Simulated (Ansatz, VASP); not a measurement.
One calculation of Te2Mo, two programs

The input INCAR:

```
SYSTEM = Te2Mo
PREC = Accurate ; ENCUT = 520
EDIFF = 1E-7 ; ISMEAR = -1
SIGMA = 0.05 ; LREAL = .False.
LASPH = .True. ; NELM = 60
ALGO = Normal ; ISIF = 2
LWAVE = .False. ; LCHARG = .True.
GGA = PS ; LELF = .True.
LVHAR = .True. ; NBANDS = 20
```

KPOINTS

```
Automatic mesh
0
Gamma
  9 9 2
  0 0 0
```

Contents of POSCAR:

```
Te2Mo
1.0
    3.6300590280      0.0000000000      0.0000000000
   -1.8150295140      3.1437233354      0.0000000000
    0.0000000000      0.0000000000     17.8677540541
Te Mo
2 1
Direct
    0.3333333333      0.6666666667      0.1021445500
    0.3333333333      0.6666666667      0.8978554500
    0.0000000000      0.0000000000      0.0000000000
```

The input input.yaml:

```yaml
crystal:
  lattice:
    - [3.630059028, 0.0, 0.0]
    - [-1.815029514, 3.1437233354, 0.0]
    - [0.0, 0.0, 17.8677540541]
  atoms:
    - { symbol: Te, position: [0.3333333333, 0.6666666667, 0.10214455] }
    - { symbol: Te, position: [0.3333333333, 0.6666666667, 0.89785545] }
    - { symbol: Mo, position: [0.0, 0.0, 0.0] }
hamiltonian:
  xc: pbesol
  pseudopotentials: { kind: paw }
kpoints:
  mp_grid: { grid: [9, 9, 2] }
scf:
  occupations: { method: fermi_dirac, width: 0.05 }
output:
  forces: true
  stress: true
  eigenvalues: true
```

Alike in both runs: task single point; functional PBEsol; k mesh 9 × 9 × 2; occupations fermi-dirac, width 0.05 eV; no spin polarisation.

```csv
,VASP,Ansatz
version,VASP 6.6.1,Ansatz 0.2.0
potentials or method,"VASP PAW PBE potentials, release 64 (Te, Mo_sv)",Ansatz PAW
plane-wave cutoff (eV),520,420
valence electrons in the cell,26,46
```

```csv
,VASP,Ansatz,Ansatz less VASP
gap on the k mesh at the Fermi level (eV),0.96,0.96,+0.001
least direct gap on the mesh (eV),0.96,0.96,+0.001
rms of the force components (eV/Å),0.421,0.432,+0.0111
```

VASP's potentials were made for PBE, not for PBEsol. Atom by atom the forces differ by 0.011 eV/Å (rms over components). VASP's potentials hold 26 valence electrons a cell and Ansatz's 46, so a difference there can come from the potentials and not from the codes.

Neither program's run includes spin-orbit coupling. Noted on Ansatz's run: odd divisions of the mesh miss points on the zone boundary, where band edges often lie, so the gap on the mesh can be too wide.
